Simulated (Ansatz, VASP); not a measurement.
## HfW in VASP and in Ansatz

```
CELL_PARAMETERS angstrom
5.85126 0.00000 0.00000
-2.92563 5.06734 0.00000
0.00000 0.00000 4.46210
ATOMIC_POSITIONS crystal
Hf 0.50000 0.00000 0.00000
Hf 0.50000 0.50000 0.00000
Hf 0.00000 0.50000 0.00000
W 0.00000 0.00000 0.00000
W 0.33333 0.66667 0.50000
W 0.66667 0.33333 0.50000
```

Alike in both runs: functional PBE; k mesh 9 × 9 × 8; occupations gaussian, width 0.1 eV; no spin polarisation.

Ansatz relaxed the structure, and its values are those at the end. VASP's run is a single point on that final structure, the one shown.

```csv
,VASP,Ansatz
version,VASP 6.6.1,Ansatz 0.2.0
potentials or method,"VASP PAW PBE potentials, release 64 (Hf_pv, W_sv), cutoff 520 eV","scalar-relativistic, plane waves, PAW"
valence electrons in the cell,72,120
```

|  | VASP | Ansatz | Ansatz less VASP |
| --- | --- | --- | --- |
| gap on the k mesh at the Fermi level (eV) | none | none | - |
| pressure (GPa) | -0.3 | 0.0 | +0.27 |

A gap of «none» marks a metal or a gap that the smearing closes. The functional is the same, so the differences come from potentials, cutoffs and numerics. VASP's potentials hold 72 valence electrons a cell and Ansatz's 120, so a difference there can come from the potentials and not from the codes.

Spin-orbit coupling is off throughout.
